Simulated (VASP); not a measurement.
# As3Se (Pm-3m) in VASP: a series of runs

The runs below take As3Se through single point, with PBE.

All numbers are computed with VASP 6.6.1; they aren't measurements. Logs are shortened: lines on timing, memory, paths and dates and some standing lists are left out, and cuts for length are marked.

## Step 1: The cell of the first run

The structure is cubic, space group Pm-3m (No. 221). The conventional cell has a = 4.293 Å, b = 4.293 Å, c = 4.293 Å, α = 90.00°, β = 90.00°, γ = 90.00°. As (site symmetry 4/mmm) has 8 As at 3.04 Å and 4 Se at 3.04 Å within 4.0 Å. Within 4.0 Å of Se (site symmetry m-3m) lie 12 As at 3.04 Å.

## Step 2: Single point, PBE

The input, INCAR:

```
SYSTEM = As3Se
PREC = Accurate
ENCUT = 500
EDIFF = 1E-6
ISMEAR = 0
SIGMA = 0.2
LREAL = .FALSE.
LASPH = .TRUE.
NELM = 120
ALGO = Normal
ISIF = 2
LWAVE = .FALSE.
LCHARG = .FALSE.
GGA = PE
NBANDS = 18
GGA_COMPAT = .FALSE.
```

The input, KPOINTS:

```
Automatic mesh
0
G
  4 4 4
  0 0 0
```

The input, POSCAR:

```
As3Se
1.0
    4.2934836390      0.0000000000      0.0000000000
    0.0000000000      4.2934836390      0.0000000000
    0.0000000000      0.0000000000      4.2934836390
As Se
3 1
Direct
    0.5000000000      0.0000000000      0.0000000000
    0.0000000000      0.5000000000      0.0000000000
    0.0000000000      0.0000000000      0.5000000000
    0.5000000000      0.5000000000      0.5000000000
```

Potentials or basis: VASP PAW PBE potentials, release 64 (As, Se).

On the command line:

```console
$ cat potpaw_PBE.64/As/POTCAR potpaw_PBE.64/Se/POTCAR > POTCAR
$ mpirun -np 1 vasp_std > vasp.out
```

OUTCAR:

```text
SYSTEM = As3Se
   PREC = Accurate
   ENCUT = 500
   EDIFF = 1E-6
   ISMEAR = 0
   LREAL = .FALSE.
   LASPH = .TRUE.
   NELM = 120
   ISIF = 2
   GGA = PE

 ion  position               nearest neighbor table
   1  0.500  0.000  0.000-
   2  0.000  0.500  0.000-
   3  0.000  0.000  0.500-
   4  0.500  0.500  0.500-

  LATTYP: Found a simple cubic cell.
 ALAT       =     4.2934836390

  Lattice vectors:

 A1 = (   4.2934836390,   0.0000000000,   0.0000000000)
 A2 = (   0.0000000000,   4.2934836390,   0.0000000000)
 A3 = (   0.0000000000,   0.0000000000,   4.2934836390)

Analysis of symmetry for initial positions (statically):
=====================================================================
 Subroutine PRICEL returns:
 Original cell was already a primitive cell.

 Routine SETGRP: Setting up the symmetry group for a
 simple cubic supercell.

 Subroutine GETGRP returns: Found 48 space group operations
 (whereof 48 operations were pure point group operations)
 out of a pool of 48 trial point group operations.

The static configuration has the point symmetry O_h .

Analysis of symmetry for dynamics (positions and initial velocities):
=====================================================================
 Subroutine PRICEL returns:
 Original cell was already a primitive cell.

 Routine SETGRP: Setting up the symmetry group for a
 simple cubic supercell.

 Subroutine GETGRP returns: Found 48 space group operations
 (whereof 48 operations were pure point group operations)
 out of a pool of 48 trial point group operations.

The dynamic configuration has the point symmetry O_h .

 Subroutine INISYM returns: Found 48 space group operations
 (whereof 48 operations are pure point group operations),
 and found     1 'primitive' translations

----------------------------------------------------------------------------------------

                                     Primitive cell

  volume of cell :      79.1461

  direct lattice vectors                    reciprocal lattice vectors
     4.293483639  0.000000000  0.000000000     0.232911101  0.000000000  0.000000000
     0.000000000  4.293483639  0.000000000     0.000000000  0.232911101  0.000000000
     0.000000000  0.000000000  4.293483639     0.000000000  0.000000000  0.232911101

  length of vectors
     4.293483639  4.293483639  4.293483639     0.232911101  0.232911101  0.232911101

  position of ions in fractional coordinates (direct lattice)
[... 69 lines left out ...]
   LREAL  =      F    real-space projection
   EDIFFG = 0.1E-04   stopping-criterion for IOM
   NSW    =      0    number of steps for IOM
   IBRION =     -1    ionic relax: 0-MD 1-quasi-New 2-CG
   NFREE  =      0    steps in history (QN), initial steepest desc. (CG)
   ISIF   =      2    stress and relaxation
   ISYM   =      2    0-nonsym 1-usesym 2-fastsym
   POTIM  = 0.5000    time-step for ionic-motion
   TEBEG  =    0.0;   TEEND  =   0.0 temperature during run
   PSTRESS=    0.0 pullay stress
   NELECT =      21.0000    total number of electrons
   NUPDOWN=      -1.0000    fix difference up-down
   EMIN   =  10.00;   EMAX   =-10.00  energy-range for DOS
   EFERMI =   0.00;   METHOD = LEGACY
   ISMEAR =     0;   SIGMA  =   0.20  broadening in eV -4-tet -1-fermi 0-gaus
   EFERMI_NEDOS =   21; number of points for ismear=-14 and -15
   IALGO  =     38    algorithm
   IMIX   =      4    mixing-type and parameters
     AMIX     =   0.40;   BMIX     =  1.00
     AMIX_MAG =   1.60;   BMIX_MAG =  1.00
  volume/ion in A,a.u.               =      19.79       133.53
  Fermi-wavevector in a.u.,A,eV,Ry     =   1.051973  1.987942 15.056862  1.106648
  Thomas-Fermi vector in A             =   2.187038
   LORBIT       =      0    0 simple, 1 ext, 2 COOP (PROOUT), +10 PAW based schemes
   GGA     = PE    functional components
   LHFCALC =     F    Hartree Fock is set to
   AEXX    =    0.0000 exact exchange contribution
   IVDW    =     0    specifies the selected vdW correction
   LEPSILON=     F    determine dielectric tensor
   LRPA    =     F    only Hartree local field effects (RPA)
 non-spin polarized calculation
 Gauss-broadening in eV      SIGMA  =   0.20
  energy-cutoff  :      500.00
  volume of cell :       79.15
 maximum number of plane-waves:      2040
 NGX is ok and might be reduce to    32
   NGX = 15   NGY = 15   NGZ = 15

 number of electron      21.0000003 magnetization

 Free energy of the ion-electron system (eV)
  ---------------------------------------------------
  ext. energy  EPLUGINS =         0.00000000
  ---------------------------------------------------
  free energy    TOTEN  =       -15.19766880 eV

  energy without entropy =      -15.14663325  energy(sigma->0) =      -15.17215102

 E-fermi :   6.1895     XC(G=0): -10.6361

 val. band max:        6.1719177093   @ k =   0.5000   0.0000   0.0000
 cond. band min:       6.3021575829   @ k =   0.5000   0.5000   0.2500
 fundamental gap:      0.1302398736
 Fermi energy:         6.1894733164

 k-point     1 :       0.0000    0.0000    0.0000
  band No.  band energies     occupation
      1      -9.3661      2.00000
      2      -4.8505      2.00000
      3      -2.7788      2.00000
      4      -2.7788      2.00000
      5       0.3976      2.00000
      6       0.3976      2.00000
[... 187 lines left out ...]
      5      -0.6628      2.00000
      6      -0.6628      2.00000
[... 10 lines left out ...]
     17      14.5681      0.00000
     18      15.4954      0.00000

------------------------ aborting loop because EDIFF is reached ----------------------------------------

  FORCE on cell =-STRESS in cart. coord.  units (eV):
  Direction    XX          YY          ZZ          XY          YZ          ZX
  --------------------------------------------------------------------------------------
  -------------------------------------------------------------------------------------
  Total       -0.1750265     -0.1750265     -0.1750265     -0.0000000     -0.0000000      0.0000000
  in kB       -3.5431124     -3.5431124     -3.5431124     -0.0000000     -0.0000000      0.0000000
  external PRESSURE =      -3.5431124 kB  Pullay stress =       0.0000000 kB

 VOLUME and BASIS-vectors are now :
 -----------------------------------------------------------------------------
  energy-cutoff  :      500.00
  volume of cell :       79.15
      direct lattice vectors                 reciprocal lattice vectors
     4.293483639  0.000000000  0.000000000     0.232911101  0.000000000  0.000000000
     0.000000000  4.293483639  0.000000000     0.000000000  0.232911101  0.000000000
     0.000000000  0.000000000  4.293483639     0.000000000  0.000000000  0.232911101

 POSITION                                       TOTAL-FORCE (eV/Angst)
 -----------------------------------------------------------------------------------
      2.14674      0.00000      0.00000         0.000000      0.000000      0.000000
      0.00000      2.14674      0.00000         0.000000      0.000000      0.000000
      0.00000      0.00000      2.14674         0.000000      0.000000      0.000000
      2.14674      2.14674      2.14674         0.000000      0.000000      0.000000
 -----------------------------------------------------------------------------------
    total drift:                                0.000000      0.000000     -0.000000

  FREE ENERGIE OF THE ION-ELECTRON SYSTEM (eV)
  ---------------------------------------------------
  free  energy   TOTEN  =       -15.1976687969 eV

  energy  without entropy=      -15.1466332462  energy(sigma->0) =      -15.17215102
```

OSZICAR:

```text
N       E                     dE             d eps       ncg     rms          rms(c)
DAV:   1     0.772722368255E+02    0.77272E+02   -0.82424E+03   360   0.942E+02
DAV:   2    -0.101615562530E+02   -0.87434E+02   -0.84968E+02   498   0.156E+02
DAV:   3    -0.151846087732E+02   -0.50231E+01   -0.49818E+01   426   0.376E+01
DAV:   4    -0.152193206539E+02   -0.34712E-01   -0.34693E-01   422   0.354E+00
DAV:   5    -0.152194380000E+02   -0.11735E-03   -0.11734E-03   442   0.211E-01    0.468E+00
DAV:   6    -0.152026690978E+02    0.16769E-01   -0.17856E-02   426   0.654E-01    0.277E+00
DAV:   7    -0.151975430904E+02    0.51260E-02   -0.21727E-02   394   0.730E-01    0.208E-01
DAV:   8    -0.151976586008E+02   -0.11551E-03   -0.49889E-04   428   0.123E-01    0.760E-02
DAV:   9    -0.151976695029E+02   -0.10902E-04   -0.10220E-04   396   0.554E-02    0.106E-02
DAV:  10    -0.151976687969E+02    0.70606E-06   -0.38353E-06   398   0.103E-02
   1 F= -.15197669E+02 E0= -.15172151E+02  d E =-.510356E-01
```

It took 5.9 s on 1 thread of Intel Xeon 6975P-C (Granite Rapids), shared host; peak memory 0.17 GiB.

Results:

* Free energy: -15.1977 eV
* Pressure: -0.4 GPa

Caveat: the k points lie up to 0.37 Å⁻¹ apart.

## Step 3: Single point, PBE

This run uses another cell than the first one, of 19.54 Å³/atom, 0.988 times its volume.

The input, INCAR:

```
ALGO = Normal
EDIFF = 1E-6
ENCUT = 500
GGA = PE
GGA_COMPAT = False
ISIF = 2
ISMEAR = 0
LASPH = True
LCHARG = False
LREAL = False
LWAVE = False
NBANDS = 18
NELM = 120
PREC = Accurate
SIGMA = 0.2
```

The input, KPOINTS:

```
k-points
0
Gamma
  4 4 4
```

The input, POSCAR:

```
As3Se
1.0
    4.2756391714      0.0000000000      0.0000000000
    0.0000000000      4.2756391714      0.0000000000
    0.0000000000      0.0000000000      4.2756391714
As Se
3 1
Direct
    0.0000000000      0.5000000000      0.5000000000
    0.5000000000      0.0000000000      0.5000000000
    0.5000000000      0.5000000000      0.0000000000
    0.0000000000      0.0000000000      0.0000000000
```

Potentials or basis: VASP PAW PBE potentials, release 64 (As, Se).

On the command line:

```console
$ cat potpaw_PBE.64/As/POTCAR potpaw_PBE.64/Se/POTCAR > POTCAR
$ mpirun -np 1 vasp_std > vasp.out
```

It took 5.9 s on 1 thread of Intel Xeon 6975P-C (Granite Rapids), shared host; peak memory 0.17 GiB.

Results (log left out):

* Free energy: -15.1971 eV
* Pressure: 0.5 GPa

Levels at points of the mesh, in eV from the Fermi level:
| k point | band 6 | band 7 | band 8 | band 9 | band 10 | band 11 | band 12 | band 13 | band 14 | band 15 |
| --- | --- | --- | --- | --- | --- | --- | --- | --- | --- | --- |
| (0.00, 0.00, 0.00) | -5.87 | -5.87 | -0.49 | -0.49 | -0.49 | 0.48 | 0.48 | 0.48 | 4.59 | 4.91 |
| (0.50, 0.00, 0.00) | -4.25 | -3.59 | -3.59 | -2.46 | -1.71 | 0.02 | 0.20 | 1.38 | 1.38 | 2.25 |
| (0.50, 0.50, 0.00) | -3.57 | -3.57 | -2.99 | -2.94 | -1.65 | -1.65 | -1.65 | 2.50 | 2.50 | 3.53 |
| (0.50, 0.50, 0.50) | -6.95 | -6.95 | -6.63 | 2.27 | 2.27 | 2.27 | 3.82 | 3.82 | 3.85 | 3.85 |

Caveat: the k points lie up to 0.37 Å⁻¹ apart.
